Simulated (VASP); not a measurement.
# Sn (I4/mmm) in VASP: a series of runs

The runs below take Sn through single point, with PBEsol.

Everything below comes from runs of VASP 6.6.1. Logs are shortened: lines on timing, memory, paths and dates and some standing lists are left out, and cuts for length are marked.

**1. The cell of the first run**

The structure is tetragonal, space group I4/mmm (No. 139). The conventional cell has a = 3.903 Å, b = 3.903 Å, c = 3.732 Å, α = 90.00°, β = 90.00°, γ = 90.00°. Sn (site symmetry 4/mmm) has 14 Sn at 3.33 to 3.90 Å within 4.4 Å.

**2. Single point, PBEsol (strain +0.030 along x and y, -0.015 along z)**

Contents of INCAR:

```
SYSTEM = Sn
  PREC = Accurate
  ENCUT = 520
  EDIFF = 1E-6
  ISMEAR = 0
  SIGMA = 0.15
  LREAL = .FALSE.
  LASPH = .TRUE.
  NELM = 60
  ALGO = Fast
  ISIF = 2
  LWAVE = .FALSE.
  LCHARG = .FALSE.
  GGA = PS
  NBANDS = 13
```

Contents of KPOINTS:

```
regular mesh
0
G
  18 18 18
  0 0 0
```

Contents of POSCAR:

```
Sn
1.0
   -1.9514913738      1.9514913738      1.8662320419
    1.9514913738     -1.9514913738      1.8662320419
    1.9514913738      1.9514913738     -1.8662320419
Sn
1
Direct
    0.0000000000      0.0000000000      0.0000000000
```

Potentials or basis: VASP PAW PBE potentials, release 64 (Sn_d).

Run with:

```sh
$ cat potpaw_PBE.64/Sn_d/POTCAR > POTCAR
$ mpirun -np 1 vasp_std > vasp.out
```

OUTCAR:

```text
SYSTEM = Sn
   PREC = Accurate
   ENCUT = 520
   EDIFF = 1E-6
   ISMEAR = 0
   LREAL = .FALSE.
   LASPH = .TRUE.
   NELM = 60
   ISIF = 2
   GGA = PS

 ion  position               nearest neighbor table
   1  0.000  0.000  0.000-

  LATTYP: Found a body centered tetragonal cell.
 ALAT       =     3.9029827476
 C/A-ratio  =     0.9563106796

  Lattice vectors:

 A1 = (  -1.9514913738,   1.9514913738,   1.8662320419)
 A2 = (   1.9514913738,  -1.9514913738,   1.8662320419)
 A3 = (   1.9514913738,   1.9514913738,  -1.8662320419)

Analysis of symmetry for initial positions (statically):
=====================================================================
 Subroutine PRICEL returns:
 Original cell was already a primitive cell.

 Routine SETGRP: Setting up the symmetry group for a
 body centered tetragonal supercell.

 Subroutine GETGRP returns: Found 16 space group operations
 (whereof 16 operations were pure point group operations)
 out of a pool of 16 trial point group operations.

The static configuration has the point symmetry D_4h.

Analysis of symmetry for dynamics (positions and initial velocities):
=====================================================================
 Subroutine PRICEL returns:
 Original cell was already a primitive cell.

 Routine SETGRP: Setting up the symmetry group for a
 body centered tetragonal supercell.

 Subroutine GETGRP returns: Found 16 space group operations
 (whereof 16 operations were pure point group operations)
 out of a pool of 16 trial point group operations.

The dynamic configuration has the point symmetry D_4h.

 Subroutine INISYM returns: Found 16 space group operations
 (whereof 16 operations are pure point group operations),
 and found     1 'primitive' translations

----------------------------------------------------------------------------------------

                                     Primitive cell

  volume of cell :      28.4288

  direct lattice vectors                    reciprocal lattice vectors
    -1.951491374  1.951491374  1.866232042     0.000000000  0.256214302  0.267919524
     1.951491374 -1.951491374  1.866232042     0.256214302  0.000000000  0.267919524
     1.951491374  1.951491374 -1.866232042     0.256214302  0.256214302  0.000000000

  length of vectors
     3.331585088  3.331585088  3.331585088     0.370710992  0.370710992  0.362341741

  position of ions in fractional coordinates (direct lattice)
     0.000000000  0.000000000  0.000000000

  ion indices of the primitive-cell ions
   primitive index   ion index
                 1           1

----------------------------------------------------------------------------------------

 KPOINTS: regular mesh

Automatic generation of k-mesh.
 Grid dimensions read from file:
 generate k-points for:   18   18   18

 Generating k-lattice:

  Cartesian coordinates                     Fractional coordinates (reciprocal lattice)
     0.000000000  0.014234128  0.014884418     0.055555556  0.000000000 -0.000000000
     0.014234128  0.000000000  0.014884418     0.000000000  0.055555556 -0.000000000
     0.014234128  0.014234128  0.000000000     0.000000000  0.000000000  0.055555556

  Length of vectors
     0.020595055  0.020595055  0.020130097

  Shift w.r.t. Gamma in fractional coordinates (k-lattice)
     0.000000000  0.000000000  0.000000000

 Subroutine IBZKPT returns following result:
 ===========================================

 Found    480 irreducible k-points:

 Following reciprocal coordinates:
            Coordinates               Weight
  0.000000  0.000000  0.000000      1.000000
  0.055556 -0.000000  0.000000      8.000000
  0.111111 -0.000000  0.000000      8.000000
  0.166667 -0.000000  0.000000      8.000000
  0.222222  0.000000 -0.000000      8.000000
  0.277778 -0.000000  0.000000      8.000000
[... 16 lines left out ...]
 -0.277778  0.055556 -0.000000     16.000000
 -0.222222  0.055556  0.000000     16.000000
 [... further k-points ...]
   k-points           NKPTS =    480   k-points in BZ     NKDIM =    480   number of bands    NBANDS=     13
   number of dos      NEDOS =    301   number of ions     NIONS =      1
   total plane-waves  NPLWV =  21952
   dimension x,y,z NGX =    28 NGY =   28 NGZ =   28
   dimension x,y,z NGXF=    56 NGYF=   56 NGZF=   56
   ions per type =               1
   NGX,Y,Z   is equivalent  to a cutoff of  13.97, 13.97, 13.97 a.u.
   NGXF,Y,Z  is equivalent  to a cutoff of  27.94, 27.94, 27.94 a.u.
 SYSTEM =  Sn
   PREC   = accura    normal or accurate (medium, high low for compatibility)
   ISTART =      0    job   : 0-new  1-cont  2-samecut
   ICHARG =      2    charge: 1-file 2-atom 10-const
   ISPIN  =      1    spin polarized calculation?
   LNONCOLLINEAR =      F non collinear calculations
   LSORBIT =      F    spin-orbit coupling
   LASPH  =      T    aspherical Exc in radial PAW
   ENCUT  =  520.0 eV  38.22 Ry    6.18 a.u.   6.19  6.19  6.19*2*pi/ulx,y,z
   NELM   =     60;   NELMIN=  2; NELMDL= -5     # of ELM steps
   EDIFF  = 0.1E-05   stopping-criterion for ELM
   LREAL  =      F    real-space projection
   EDIFFG = 0.1E-04   stopping-criterion for IOM
   NSW    =      0    number of steps for IOM
   IBRION =     -1    ionic relax: 0-MD 1-quasi-New 2-CG
   NFREE  =      0    steps in history (QN), initial steepest desc. (CG)
   ISIF   =      2    stress and relaxation
   ISYM   =      2    0-nonsym 1-usesym 2-fastsym
   POTIM  = 0.5000    time-step for ionic-motion
   TEBEG  =    0.0;   TEEND  =   0.0 temperature during run
   PSTRESS=    0.0 pullay stress
   NELECT =      14.0000    total number of electrons
   NUPDOWN=      -1.0000    fix difference up-down
   EMIN   =  10.00;   EMAX   =-10.00  energy-range for DOS
   EFERMI =   0.00;   METHOD = LEGACY
   ISMEAR =     0;   SIGMA  =   0.15  broadening in eV -4-tet -1-fermi 0-gaus
   EFERMI_NEDOS =   21; number of points for ismear=-14 and -15
   IALGO  =     68    algorithm
   IMIX   =      4    mixing-type and parameters
     AMIX     =   0.40;   BMIX     =  1.00
     AMIX_MAG =   1.60;   BMIX_MAG =  1.00
  volume/ion in A,a.u.               =      28.43       191.85
  Fermi-wavevector in a.u.,A,eV,Ry     =   1.292800  2.443037 22.739836  1.671331
  Thomas-Fermi vector in A             =   2.424485
   LORBIT       =      0    0 simple, 1 ext, 2 COOP (PROOUT), +10 PAW based schemes
   GGA     = PS    functional components
   LHFCALC =     F    Hartree Fock is set to
   AEXX    =    0.0000 exact exchange contribution
   IVDW    =     0    specifies the selected vdW correction
   LEPSILON=     F    determine dielectric tensor
   LRPA    =     F    only Hartree local field effects (RPA)
 non-spin polarized calculation
 RMM-DIIS sequential band-by-band and
 Gauss-broadening in eV      SIGMA  =   0.15
  energy-cutoff  :      520.00
  volume of cell :       28.43
 maximum number of plane-waves:       791
 NGX is ok and might be reduce to    28
   NGX = 13   NGY = 13   NGZ = 13

 number of electron      13.9999999 magnetization

 Free energy of the ion-electron system (eV)
  ---------------------------------------------------
  ext. energy  EPLUGINS =         0.00000000
  ---------------------------------------------------
  free energy    TOTEN  =        -4.20686958 eV

  energy without entropy =       -4.20070921  energy(sigma->0) =       -4.20378940

 E-fermi :   7.3948     XC(G=0): -10.2963

 val. band max:        7.3857472500   @ k =   0.5000   0.2222   0.0000
 cond. band min:       7.4002278793   @ k =  -0.3889   0.1667  -0.0000
 fundamental gap:      0.0144806293
 Fermi energy:         7.3948086978

 k-point     1 :       0.0000    0.0000    0.0000
  band No.  band energies     occupation
      1     -14.0341      2.00000
      2     -14.0237      2.00000
      3     -14.0237      2.00000
      4     -13.9178      2.00000
      5     -13.8967      2.00000
      6      -3.3831      2.00000
      7      14.8239      0.00000
      8      14.8239      0.00000
      9      15.1306      0.00000
     10      19.2578      0.00000
     11      19.2914      0.00000
     12      19.2914      0.00000
     13      19.8270      0.00000

 k-point     2 :       0.0556   -0.0000    0.0000
  band No.  band energies     occupation
      1     -14.0327      2.00000
      2     -14.0221      2.00000
      3     -14.0205      2.00000
      4     -13.9179      2.00000
      5     -13.8980      2.00000
      6      -3.3173      2.00000
      7      14.4059      0.00000
      8      14.5619      0.00000
      9      14.9046      0.00000
     10      18.4998      0.00000
     11      18.5681      0.00000
     12      19.4407      0.00000
     13      19.8084      0.00000

 k-point     3 :       0.1111   -0.0000    0.0000
  band No.  band energies     occupation
      1     -14.0344      2.00000
      2     -14.0176      2.00000
      3     -14.0056      2.00000
      4     -13.9179      2.00000
      5     -13.9013      2.00000
      6      -3.1199      2.00000
      7      13.1188      0.00000
      8      13.9460      0.00000
      9      14.5784      0.00000
     10      17.5600      0.00000
     11      17.8079      0.00000
     12      19.2132      0.00000
     13      20.7061      0.00000
[... 305 lines left out ...]
 k-point    23 :      -0.2778    0.0556   -0.0000
  band No.  band energies     occupation
      1     -14.0471      2.00000
      2     -14.0056      2.00000
      3     -13.9297      2.00000
      4     -13.9211      2.00000
      5     -13.9091      2.00000
      6      -2.0179      2.00000
      7       8.9662      0.00000
      8      11.7611      0.00000
      9      13.2191      0.00000
     10      16.1366      0.00000
     11      16.9980      0.00000
     12      19.7056      0.00000
     13      21.8431      0.00000

 k-point    24 :      -0.2222    0.0556    0.0000
  band No.  band energies     occupation
      1     -14.0401      2.00000
      2     -14.0106      2.00000
      3     -13.9610      2.00000
      4     -13.9224      2.00000
      5     -13.9059      2.00000
      6      -2.5398      2.00000
      7      10.6131      0.00000
      8      12.4599      0.00000
      9      13.7073      0.00000
     10      16.6525      0.00000
     11      17.4152      0.00000
     12      19.3490      0.00000
     13      21.5593      0.00000

 [... further k-points ...]

------------------------ aborting loop because EDIFF is reached ----------------------------------------

  FORCE on cell =-STRESS in cart. coord.  units (eV):
  Direction    XX          YY          ZZ          XY          YZ          ZX
  --------------------------------------------------------------------------------------
  -------------------------------------------------------------------------------------
  Total       -0.6191824     -0.6191824     -0.7557933      0.0000000      0.0000000      0.0000000
  in kB      -34.8955693    -34.8955693    -42.5946145      0.0000000      0.0000000      0.0000000
  external PRESSURE =     -37.4619177 kB  Pullay stress =       0.0000000 kB

 VOLUME and BASIS-vectors are now :
 -----------------------------------------------------------------------------
  energy-cutoff  :      520.00
  volume of cell :       28.43
      direct lattice vectors                 reciprocal lattice vectors
    -1.951491374  1.951491374  1.866232042     0.000000000  0.256214302  0.267919524
     1.951491374 -1.951491374  1.866232042     0.256214302  0.000000000  0.267919524
     1.951491374  1.951491374 -1.866232042     0.256214302  0.256214302  0.000000000

 POSITION                                       TOTAL-FORCE (eV/Angst)
 -----------------------------------------------------------------------------------
      0.00000      0.00000      0.00000        -0.000000      0.000000      0.000000
 -----------------------------------------------------------------------------------
    total drift:                               -0.000000     -0.000000     -0.000000

  FREE ENERGIE OF THE ION-ELECTRON SYSTEM (eV)
  ---------------------------------------------------
  free  energy   TOTEN  =        -4.2068695828 eV

  energy  without entropy=       -4.2007092142  energy(sigma->0) =       -4.20378940
```

Run time: 90 s. Hardware: 1 thread of Intel Xeon 6975P-C (Granite Rapids), shared host; peak memory 0.28 GiB.

Results:

| Item | Value |
| --- | --- |
| Free energy | -4.2069 eV |
| Pressure | -3.7 GPa |
| Band gap on the k mesh | zero (bands 7 and 8 overlap by 9.71 eV) |

Stress tensor (GPa, compression positive):
```
-3.49  0.00  0.00
 0.00 -3.49  0.00
 0.00  0.00 -4.26
```

Caveat: the cell differs from its parent crystal (strain +0.030 along x and y, -0.015 along z); the cell stands under tension; the PAW data sets were made with another functional, which shifts forces and pressure a little; spin-orbit coupling is left out, which moves the levels of the heavy elements.

(Part 1 of 2 ends here.)
